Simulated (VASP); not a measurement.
# MgS (P6_3mc) in VASP: further runs, part 2 of 2

VASP 6.6.1. The steps go on from the part before.

## 4. Single point, PBEsol (strain +0.040 along x and y, -0.080 along z)

INCAR reads:

```
SYSTEM = MgS
PREC = Accurate
ENCUT = 520
EDIFF = 1E-6
ISMEAR = 0
SIGMA = 0.05
LREAL = .False.
LASPH = .True.
NELM = 80
ALGO = Normal
ISIF = 2
LWAVE = .False.
LCHARG = .False.
GGA = PS
NBANDS = 16
```

KPOINTS reads:

```
Automatic mesh
0
Gamma
  6 6 4
  0 0 0
```

POSCAR reads:

```
MgS
1.0
    4.1960073031      0.0000000000      0.0000000000
   -2.0980036515      3.6338489189      0.0000000000
    0.0000000000      0.0000000000      5.9177106456
Mg S
2 2
Direct
    0.6666666667      0.3333333333      0.4957548500
    0.3333333333      0.6666666667      0.9957548500
    0.3333333333      0.6666666667      0.3792441500
    0.6666666667      0.3333333333      0.8792441500
```

Potentials or basis: VASP PAW PBE potentials, release 64 (Mg, S).

Launch:

```console
$ cat potpaw_PBE.64/Mg/POTCAR potpaw_PBE.64/S/POTCAR > POTCAR
$ mpirun -np 1 vasp_std > vasp.out
```

OUTCAR:

```text
SYSTEM = MgS
   PREC = Accurate
   ENCUT = 520
   EDIFF = 1E-6
   ISMEAR = 0
   LREAL = .False.
   LASPH = .True.
   NELM = 80
   ISIF = 2
   GGA = PS

 ion  position               nearest neighbor table
   1  0.667  0.333  0.496-   4 2.27   3 2.52   3 2.52   3 2.52
   2  0.333  0.667  0.996-   3 2.27   4 2.52   4 2.52   4 2.52
   3  0.333  0.667  0.379-   2 2.27   1 2.52   1 2.52   1 2.52
   4  0.667  0.333  0.879-   1 2.27   2 2.52   2 2.52   2 2.52

  LATTYP: Found a hexagonal cell.
 ALAT       =     4.1960073031
 C/A-ratio  =     1.4103194342

  Lattice vectors:

 A1 = (   4.1960073031,   0.0000000000,   0.0000000000)
 A2 = (  -2.0980036515,   3.6338489189,   0.0000000000)
 A3 = (   0.0000000000,   0.0000000000,   5.9177106456)

Analysis of symmetry for initial positions (statically):
=====================================================================
 Subroutine PRICEL returns:
 Original cell was already a primitive cell.

 Routine SETGRP: Setting up the symmetry group for a
 hexagonal supercell.

 Subroutine GETGRP returns: Found 12 space group operations
 (whereof  6 operations were pure point group operations)
 out of a pool of 24 trial point group operations.

The static configuration has the point symmetry C_3v.
 The point group associated with its full space group is C_6v.

Analysis of symmetry for dynamics (positions and initial velocities):
=====================================================================
 Subroutine PRICEL returns:
 Original cell was already a primitive cell.

 Routine SETGRP: Setting up the symmetry group for a
 hexagonal supercell.

 Subroutine GETGRP returns: Found 12 space group operations
 (whereof  6 operations were pure point group operations)
 out of a pool of 24 trial point group operations.

The dynamic configuration has the point symmetry C_3v.
 The point group associated with its full space group is C_6v.

 Subroutine INISYM returns: Found 12 space group operations
[... 119 lines left out ...]
  Fermi-wavevector in a.u.,A,eV,Ry     =   0.919735  1.738046 11.509329  0.845912
  Thomas-Fermi vector in A             =   2.044962
   LORBIT       =      0    0 simple, 1 ext, 2 COOP (PROOUT), +10 PAW based schemes
   GGA     = PS    functional components
   LHFCALC =     F    Hartree Fock is set to
   AEXX    =    0.0000 exact exchange contribution
   IVDW    =     0    specifies the selected vdW correction
   LEPSILON=     F    determine dielectric tensor
   LRPA    =     F    only Hartree local field effects (RPA)
 non-spin polarized calculation
 Gauss-broadening in eV      SIGMA  =   0.05
  energy-cutoff  :      520.00
  volume of cell :       90.23
 maximum number of plane-waves:      2453
 NGX is ok and might be reduce to    32
   NGX = 15   NGY = 15   NGZ = 23

 number of electron      15.9999999 magnetization

 Free energy of the ion-electron system (eV)
  ---------------------------------------------------
  ext. energy  EPLUGINS =         0.00000000
  ---------------------------------------------------
  free energy    TOTEN  =       -17.58205016 eV

  energy without entropy =      -17.58205016  energy(sigma->0) =      -17.58205016

 E-fermi :   1.5540     XC(G=0):  -8.5744

 val. band max:        1.3239145001   @ k =   0.0000   0.0000   0.0000
 cond. band min:       4.4174338706   @ k =   0.0000   0.0000   0.0000
 fundamental gap:      3.0935193705
 Fermi energy:         1.5540087712

 k-point     1 :       0.0000    0.0000    0.0000
  band No.  band energies     occupation
      1     -10.2780      2.00000
      2      -9.2887      2.00000
      3      -2.0516      2.00000
      4       0.2907      2.00000
      5       0.2907      2.00000
      6       0.9730      2.00000
[... 376 lines left out ...]
      3      -1.8400      2.00000
      4      -1.8400      2.00000
      5      -0.7857      2.00000
      6      -0.7857      2.00000
[... 8 lines left out ...]
     15      10.4786      0.00000
     16      10.4786      0.00000

------------------------ aborting loop because EDIFF is reached ----------------------------------------

  FORCE on cell =-STRESS in cart. coord.  units (eV):
  Direction    XX          YY          ZZ          XY          YZ          ZX
  --------------------------------------------------------------------------------------
  -------------------------------------------------------------------------------------
  Total       -2.0571436     -2.0571436      5.6555685     -0.0000000      0.0000000      0.0000000
  in kB      -36.5273668    -36.5273668    100.4222677     -0.0000000      0.0000000      0.0000000
  external PRESSURE =       9.1225114 kB  Pullay stress =       0.0000000 kB

 VOLUME and BASIS-vectors are now :
 -----------------------------------------------------------------------------
  energy-cutoff  :      520.00
  volume of cell :       90.23
      direct lattice vectors                 reciprocal lattice vectors
     4.196007303  0.000000000  0.000000000     0.238321797  0.137595154  0.000000000
    -2.098003652  3.633848919  0.000000000     0.000000000  0.275190307  0.000000000
     0.000000000  0.000000000  5.917710646     0.000000000  0.000000000  0.168984268

 POSITION                                       TOTAL-FORCE (eV/Angst)
 -----------------------------------------------------------------------------------
      2.09800      1.21128      2.93373        -0.000000     -0.000000     -1.284583
     -0.00000      2.42257      5.89259         0.000000      0.000000     -1.284583
     -0.00000      2.42257      2.24426         0.000000      0.000000      1.284583
      2.09800      1.21128      5.20311         0.000000      0.000000      1.284583
 -----------------------------------------------------------------------------------
    total drift:                               -0.000000      0.000000     -0.000888

  FREE ENERGIE OF THE ION-ELECTRON SYSTEM (eV)
  ---------------------------------------------------
  free  energy   TOTEN  =       -17.5820501576 eV

  energy  without entropy=      -17.5820501576  energy(sigma->0) =      -17.58205016
```

stdout:

```text
POSCAR found type information on POSCAR MgS
 POSCAR found :  2 types and       4 ions
 scaLAPACK will be used
 -----------------------------------------------------------------------------
|                                                                             |
|                                                                             |
|     You enforced a specific xc type in the INCAR file but a different       |
|     I HOPE YOU KNOW WHAT YOU ARE DOING!                                     |
|                                                                             |
 -----------------------------------------------------------------------------

 LDA part: xc-table for (Slater+PW92), standard interpolation
 POSCAR, INCAR and KPOINTS ok, starting setup
 FFT: planning ... GRIDC
 FFT: planning ... GRID_SOFT
 FFT: planning ... GRID
 WAVECAR not read
 entering main loop
```

Run time: 69 s. Hardware: 1 thread of AMD EPYC 7R13, shared host; peak memory 0.18 GiB.

What came out:

```
Free energy            : -17.5821 eV
Pressure               : 0.9 GPa
Largest force          : 1.285 eV/Å
Band gap on the k mesh : 3.09 eV, direct
```

Forces on the atoms (eV/Å):
```
Mg   0.000  0.000 -1.285
Mg   0.000  0.000 -1.285
S    0.000  0.000  1.285
S    0.000  0.000  1.285
```

Caveat: the cell differs from its parent crystal (strain +0.040 along x and y, -0.080 along z); the PAW data sets were made with another functional, which shifts forces and pressure a little.

## 5. The runs side by side

```csv
cell,gap on the mesh (eV),pressure (GPa),largest force (eV/Å)
"a = 3.873, b = 3.873, c = 6.690 Å, angles 90.0, 90.0, 120.0°, 4 atoms",3.49,3.0,0.60
"a = 3.873, b = 3.873, c = 6.947 Å, angles 90.0, 90.0, 120.0°, 4 atoms",3.18,1.2,0.65
"a = 4.196, b = 4.196, c = 5.918 Å, angles 90.0, 90.0, 120.0°, 4 atoms",3.09,0.9,1.28
```

Alike in all rows: task single point; level PBEsol; potentials or basis VASP PAW PBE potentials, release 64 (Mg, S); no spin polarisation; k mesh 6 × 6 × 4; cutoff (eV) 520; smearing gaussian 0.05 eV.

Caveats: the PAW data sets were made with another functional, which shifts forces and pressure a little.

Total energies depend on the potentials used, so only differences within one code and one set of settings carry meaning.
